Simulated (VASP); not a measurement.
# Be2S (P-4m2) in VASP: density of states with PBE

Aim: the density of states of Be2S with PBE.

Everything below comes from runs of VASP 6.6.1. Logs are shortened: lines on timing, memory, paths and dates and some standing lists are left out, and cuts for length are marked.

## Step 1: The cell of the first run

The structure is tetragonal, space group P-4m2 (No. 115). Conventional cell: a = 3.158 Å, b = 3.158 Å, c = 3.940 Å, α = 90.00°, β = 90.00°, γ = 90.00°. Within 2.7 Å of Be (site symmetry 2mm) lie 2 S at 2.05 Å and 4 Be at 2.60 Å. S (site symmetry -4m2) has 4 Be at 2.05 Å within 2.7 Å.

## Step 2: Density of states, PBE

Contents of POSCAR:

```
Be2S
1.0
    3.1575684831      0.0000000000      0.0000000000
    0.0000000000      3.1575684831      0.0000000000
    0.0000000000      0.0000000000      3.9403712382
Be S
2 1
Direct
    0.0000000000      0.5000000000      0.1685357349
    0.5000000000      0.0000000000      0.8314642651
    0.5000000000      0.5000000000      0.5000000000
```

Contents of INCAR.step1:

```
SYSTEM = Be2S
ALGO = Normal
EDIFF = 1E-6
ENCUT = 520
GGA = PE
ISIF = 2
ISMEAR = 0
LASPH = .True.
LCHARG = .True.
LREAL = .False.
LWAVE = .False.
NBANDS = 12
NELM = 80
PREC = Accurate
SIGMA = 0.1
```

Contents of KPOINTS.step1:

```
k-points
0
Gamma
  14 14 12
  0 0 0
```

Contents of INCAR.step2:

```
SYSTEM = Be2S
ALGO = Normal
EDIFF = 1E-6
ENCUT = 520
GGA = PE
ICHARG = 11
ISIF = 2
ISMEAR = -5
LASPH = .True.
LCHARG = .False.
LORBIT = 11
LREAL = .False.
LWAVE = .False.
NBANDS = 12
NEDOS = 1001
NELM = 80
PREC = Accurate
SIGMA = 0.1
```

Contents of KPOINTS.step2:

```
k-points
0
Gamma
  21 21 18
  0 0 0
```

Potentials or basis: VASP PAW PBE potentials, release 64 (Be, S).

Launch:

```sh
cat potpaw_PBE.64/Be/POTCAR potpaw_PBE.64/S/POTCAR > POTCAR
cp INCAR.step1 INCAR
cp KPOINTS.step1 KPOINTS
mpirun -np 1 vasp_std > vasp.out
cp INCAR.step2 INCAR
cp KPOINTS.step2 KPOINTS
mpirun -np 1 vasp_std > vasp.out
```

OUTCAR:

```text
SYSTEM = Be2S
   EDIFF = 1E-6
   ENCUT = 520
   GGA = PE
   ICHARG = 11
   ISIF = 2
   ISMEAR = -5
   LASPH = .True.
   LORBIT = 11
   LREAL = .False.
   NELM = 80
   PREC = Accurate

 ion  position               nearest neighbor table
   1  0.000  0.500  0.169-   3 2.05   3 2.05
   2  0.500  0.000  0.831-   3 2.05   3 2.05
   3  0.500  0.500  0.500-   1 2.05   2 2.05   2 2.05   1 2.05

  LATTYP: Found a simple tetragonal cell.
 ALAT       =     3.1575684831
 C/A-ratio  =     1.2479131519

  Lattice vectors:

 A1 = (   3.1575684831,   0.0000000000,   0.0000000000)
 A2 = (   0.0000000000,   3.1575684831,   0.0000000000)
 A3 = (   0.0000000000,   0.0000000000,   3.9403712382)

Analysis of symmetry for initial positions (statically):
=====================================================================
 Subroutine PRICEL returns:
 Original cell was already a primitive cell.

 Routine SETGRP: Setting up the symmetry group for a
 simple tetragonal supercell.

 Subroutine GETGRP returns: Found  8 space group operations
 (whereof  8 operations were pure point group operations)
 out of a pool of 16 trial point group operations.

The static configuration has the point symmetry D_2d.

Analysis of symmetry for dynamics (positions and initial velocities):
=====================================================================
 Subroutine PRICEL returns:
 Original cell was already a primitive cell.

 Routine SETGRP: Setting up the symmetry group for a
 simple tetragonal supercell.

 Subroutine GETGRP returns: Found  8 space group operations
 (whereof  8 operations were pure point group operations)
 out of a pool of 16 trial point group operations.

The dynamic configuration has the point symmetry D_2d.

 Subroutine INISYM returns: Found  8 space group operations
 (whereof  8 operations are pure point group operations),
 and found     1 'primitive' translations

----------------------------------------------------------------------------------------

                                     Primitive cell

  volume of cell :      39.2864

  direct lattice vectors                    reciprocal lattice vectors
     3.157568483  0.000000000  0.000000000     0.316699386  0.000000000  0.000000000
     0.000000000  3.157568483  0.000000000     0.000000000  0.316699386  0.000000000
     0.000000000  0.000000000  3.940371238     0.000000000  0.000000000  0.253783194

  length of vectors
     3.157568483  3.157568483  3.940371238     0.316699386  0.316699386  0.253783194

  position of ions in fractional coordinates (direct lattice)
     0.000000000  0.500000000  0.168535735
     0.500000000  0.000000000  0.831464265
     0.500000000  0.500000000  0.500000000

  ion indices of the primitive-cell ions
   primitive index   ion index
                 1           1
                 2           2
                 3           3

----------------------------------------------------------------------------------------

 KPOINTS: k-points

Automatic generation of k-mesh.
 Grid dimensions read from file:
 generate k-points for:   21   21   18

 Generating k-lattice:

  Cartesian coordinates                     Fractional coordinates (reciprocal lattice)
     0.015080923  0.000000000  0.000000000     0.047619048  0.000000000  0.000000000
     0.000000000  0.015080923  0.000000000     0.000000000  0.047619048  0.000000000
     0.000000000  0.000000000  0.014099066     0.000000000  0.000000000  0.055555556

  Length of vectors
     0.015080923  0.015080923  0.014099066

  Shift w.r.t. Gamma in fractional coordinates (k-lattice)
     0.000000000  0.000000000  0.000000000

 TETIRR: Found  11889 inequivalent tetrahedra from    47628

 Subroutine IBZKPT returns following result:
 ===========================================

 Found    660 irreducible k-points:

 Following reciprocal coordinates:
            Coordinates               Weight
  0.000000  0.000000  0.000000      1.000000
  0.047619  0.000000  0.000000      4.000000
  0.095238  0.000000  0.000000      4.000000
  0.142857  0.000000  0.000000      4.000000
  0.190476  0.000000  0.000000      4.000000
  0.238095  0.000000  0.000000      4.000000
[... 16 lines left out ...]
  0.142857  0.095238  0.000000      8.000000
  0.190476  0.095238  0.000000      8.000000
 [... further k-points ...]
   k-points           NKPTS =    660   k-points in BZ     NKDIM =    660   number of bands    NBANDS=     12
   number of dos      NEDOS =   1001   number of ions     NIONS =      3
   total plane-waves  NPLWV =  17280
   dimension x,y,z NGX =    24 NGY =   24 NGZ =   30
   dimension x,y,z NGXF=    48 NGYF=   48 NGZF=   60
   ions per type =               2   1
   NGX,Y,Z   is equivalent  to a cutoff of  12.64, 12.64, 12.66 a.u.
   NGXF,Y,Z  is equivalent  to a cutoff of  25.27, 25.27, 25.31 a.u.
 SYSTEM =  Be2S
   PREC   = accura    normal or accurate (medium, high low for compatibility)
   ISTART =      0    job   : 0-new  1-cont  2-samecut
   ICHARG =     11    charge: 1-file 2-atom 10-const
   ISPIN  =      1    spin polarized calculation?
   LNONCOLLINEAR =      F non collinear calculations
   LSORBIT =      F    spin-orbit coupling
   LASPH  =      T    aspherical Exc in radial PAW
   ENCUT  =  520.0 eV  38.22 Ry    6.18 a.u.   5.87  5.87  7.33*2*pi/ulx,y,z
   NELM   =     80;   NELMIN=  2; NELMDL=  0     # of ELM steps
   EDIFF  = 0.1E-05   stopping-criterion for ELM
   LREAL  =      F    real-space projection
   EDIFFG = 0.1E-04   stopping-criterion for IOM
   NSW    =      0    number of steps for IOM
   IBRION =     -1    ionic relax: 0-MD 1-quasi-New 2-CG
   NFREE  =      0    steps in history (QN), initial steepest desc. (CG)
   ISIF   =      2    stress and relaxation
   ISYM   =      2    0-nonsym 1-usesym 2-fastsym
   POTIM  = 0.5000    time-step for ionic-motion
   TEBEG  =    0.0;   TEEND  =   0.0 temperature during run
   PSTRESS=    0.0 pullay stress
   NELECT =      10.0000    total number of electrons
   NUPDOWN=      -1.0000    fix difference up-down
   EMIN   =  10.00;   EMAX   =-10.00  energy-range for DOS
   EFERMI =   0.00;   METHOD = LEGACY
   ISMEAR =    -5;   SIGMA  =   0.10  broadening in eV -4-tet -1-fermi 0-gaus
   EFERMI_NEDOS =   21; number of points for ismear=-14 and -15
   IALGO  =     38    algorithm
   IMIX   =      4    mixing-type and parameters
     AMIX     =   0.40;   BMIX     =  1.00
     AMIX_MAG =   1.60;   BMIX_MAG =  1.00
  volume/ion in A,a.u.               =      13.10        88.37
  Fermi-wavevector in a.u.,A,eV,Ry     =   1.037514  1.960617 14.645789  1.076435
  Thomas-Fermi vector in A             =   2.171955
   LORBIT       =     11    0 simple, 1 ext, 2 COOP (PROOUT), +10 PAW based schemes
   GGA     = PE    functional components
   LHFCALC =     F    Hartree Fock is set to
   AEXX    =    0.0000 exact exchange contribution
   IVDW    =     0    specifies the selected vdW correction
   LEPSILON=     F    determine dielectric tensor
   LRPA    =     F    only Hartree local field effects (RPA)
 non-spin polarized calculation
 Fermi weights with tetrahedron method with Bloechl corrections
  energy-cutoff  :      520.00
  volume of cell :       39.29
 maximum number of plane-waves:      1092
 NGX is ok and might be reduce to    24

 number of electron      10.0000003 magnetization

 Free energy of the ion-electron system (eV)
  ---------------------------------------------------
  ext. energy  EPLUGINS =         0.00000000
  ---------------------------------------------------
  free energy    TOTEN  =       -11.74596310 eV

  energy without entropy =      -11.74596310  energy(sigma->0) =      -11.74596310

 E-fermi :   5.6428     XC(G=0):  -9.8095

 val. band max:        5.6735230719   @ k =   0.0952   0.0476   0.3889
 cond. band min:       5.5765398644   @ k =   0.4762   0.1905   0.0556
 fundamental gap:     -0.0969832074
 Fermi energy:         5.6427894895

 k-point     1 :       0.0000    0.0000    0.0000
  band No.  band energies     occupation
      1      -9.7922      2.00000
      2       0.2129      2.00000
      3       1.8451      2.00000
      4       2.6608      2.00000
      5       2.6608      2.00000
      6       9.0143      0.00000
      7       9.9108      0.00000
      8      12.4771      0.00000
      9      12.4771      0.00000
     10      12.9561      0.00000
     11      12.9561      0.00000
     12      14.3900      0.00000

 k-point     2 :       0.0476    0.0000    0.0000
  band No.  band energies     occupation
      1      -9.7735      2.00000
      2       0.2266      2.00000
      3       1.8263      2.00000
      4       2.5431      2.00000
      5       2.6766      2.00000
      6       9.1257      0.00000
      7      10.0290      0.00000
      8      12.1844      0.00000
      9      12.4630      0.00000
     10      12.8098      0.00000
     11      12.9719      0.00000
     12      14.6256      0.00000

 k-point     3 :       0.0952    0.0000    0.0000
  band No.  band energies     occupation
      1      -9.7179      2.00000
      2       0.2667      2.00000
      3       1.6671      2.00000
      4       2.3498      2.00000
      5       2.7232      2.00000
      6       9.3145      0.00000
      7      10.4571      0.00000
      8      11.5542      0.00000
      9      12.4173      0.00000
     10      12.4564      0.00000
     11      13.0189      0.00000
     12      15.0593      0.00000

 k-point     4 :       0.1429    0.0000    0.0000
  band No.  band energies     occupation
      1      -9.6279      2.00000
      2       0.3279      2.00000
      3       1.2136      2.00000
      4       2.3498      2.00000
      5       2.7982      2.00000
      6       9.3986      0.00000
      7      10.8207      0.00000
      8      11.2343      0.00000
      9      12.0336      0.00000
     10      12.3309      0.00000
     11      13.0948      0.00000
     12      15.4409      0.00000

 k-point     5 :       0.1905    0.0000    0.0000
  band No.  band energies     occupation
      1      -9.5077      2.00000
      2       0.3717      2.00000
      3       0.6449      2.00000
      4       2.4939      2.00000
      5       2.8973      2.00000
      6       9.2459      0.00000
      7      10.3148      0.00000
      8      11.4116      0.00000
      9      12.1943      0.00000
     10      12.3442      0.00000
     11      13.1957      0.00000
     12      15.7142      0.00000
[... 228 lines left out ...]
      1      -8.7078      2.00000
      2      -2.0728      2.00000
      3       0.9605      2.00000
      4       3.3673      2.00000
      5       4.7457      2.00000
      6       5.3115      1.97456
      7       9.1820      0.00000
      8      10.8377      0.00000
      9      11.3759      0.00000
     10      13.7476      0.00000
     11      14.6713      0.00000
     12      16.0725      0.00000

 k-point    22 :       0.0952    0.0952    0.0000
  band No.  band energies     occupation
      1      -9.6439      2.00000
      2       0.3208      2.00000
      3       1.5969      2.00000
      4       2.2045      2.00000
      5       2.5206      2.00000
      6       9.8090      0.00000
      7      10.7047      0.00000
      8      11.3926      0.00000
      9      11.7538      0.00000
     10      12.4350      0.00000
     11      12.7550      0.00000
     12      15.6460      0.00000

 k-point    23 :       0.1429    0.0952    0.0000
  band No.  band energies     occupation
      1      -9.5544      2.00000
      2       0.3828      2.00000
      3       1.2453      2.00000
      4       2.1100      2.00000
      5       2.5953      2.00000
      6       9.8629      0.00000
      7      10.9179      0.00000
      8      11.1715      0.00000
      9      11.8034      0.00000
     10      12.1304      0.00000
     11      12.7748      0.00000
     12      15.9879      0.00000

 k-point    24 :       0.1905    0.0952    0.0000
  band No.  band energies     occupation
      1      -9.4348      2.00000
      2       0.4330      2.00000
      3       0.7009      2.00000
      4       2.1930      2.00000
      5       2.7334      2.00000
      6       9.4482      0.00000
      7      10.6024      0.00000
      8      11.3409      0.00000
      9      11.7697      0.00000
     10      12.4636      0.00000
     11      12.9427      0.00000
     12      15.8867      0.00000

 [... further k-points ...]
[... 5 lines left out ...]
  --------------------------------------------------------------------------------------
  -------------------------------------------------------------------------------------
  Total        0.0011433      0.0011433      0.0218293      0.0000000      0.0000000     -0.0000000
  in kB        0.0466266      0.0466266      0.8902416      0.0000000      0.0000000     -0.0000000
  external PRESSURE =       0.3278316 kB  Pullay stress =       0.0000000 kB

 VOLUME and BASIS-vectors are now :
 -----------------------------------------------------------------------------
  energy-cutoff  :      520.00
  volume of cell :       39.29
      direct lattice vectors                 reciprocal lattice vectors
     3.157568483  0.000000000  0.000000000     0.316699386  0.000000000  0.000000000
     0.000000000  3.157568483  0.000000000     0.000000000  0.316699386  0.000000000
     0.000000000  0.000000000  3.940371238     0.000000000  0.000000000  0.253783194

 POSITION                                       TOTAL-FORCE (eV/Angst)
 -----------------------------------------------------------------------------------
      0.00000      1.57878      0.66409         0.000000     -0.000000     -0.016368
      1.57878      0.00000      3.27628         0.000000     -0.000000      0.016368
      1.57878      1.57878      1.97019         0.000000      0.000000      0.000000
 -----------------------------------------------------------------------------------
    total drift:                                0.000000     -0.000000     -0.000000

  FREE ENERGIE OF THE ION-ELECTRON SYSTEM (eV)
  ---------------------------------------------------
  free  energy   TOTEN  =       -11.7459630962 eV

  energy  without entropy=      -11.7459630962  energy(sigma->0) =      -11.74596310

 total charge

# of ion       s       p       d       tot
------------------------------------------
    1        0.380   0.579   0.000   0.958
    2        0.380   0.579   0.000   0.958
    3        1.322   2.502   0.000   3.824
--------------------------------------------------
tot          2.081   3.659   0.000   5.740
```

Wall time 2 min (1 thread of Intel Xeon 6975P-C, shared host); peak memory 0.39 GiB.

What came out:

- Valence electrons inside the program's atomic spheres: Be 0.96; S 3.82

Caveat: tetrahedron occupations give inexact forces and stress in metals.
